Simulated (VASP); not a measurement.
SrO:

```xyz
2
Lattice="0.0000 2.5663 2.5663 2.5663 0.0000 2.5663 2.5663 2.5663 0.0000" Properties=species:S:1:pos:R:3 pbc="T T T"
Sr    2.5663    2.5663    2.5663
O     0.0000    0.0000    0.0000
```

Base run:

| Item | Value |
| --- | --- |
| Program | VASP 6.6.1 |
| Functional | PBE |
| Dispersion | D3(BJ) |
| Potentials or basis | VASP PAW PBE potentials, release 64 (Sr_sv, O) |
| Cutoff | 520 eV |
| k mesh | 7 × 7 × 7 |
| Occupations | fermi-dirac, width 0.2 eV |
| Spin | no spin polarisation |

Its results: band gap on the k mesh 3.36 eV, indirect (least direct gap 3.45 eV); pressure 1.5 GPa.

Q: The run is repeated on the same cell with these changes: dispersion from D3(BJ) to none; further incar settings from ALGO = Normal; EDIFF = 1e-07; NBANDS = 15 to ALGO = Normal; EDIFF = 1e-06; NBANDS = 15. What comes out?

A: Band gap on the k mesh 3.36 eV, indirect (least direct gap 3.45 eV); pressure 3.9 GPa.

Caveats: three body term missing (some runs).

A k mesh can miss the band edges.
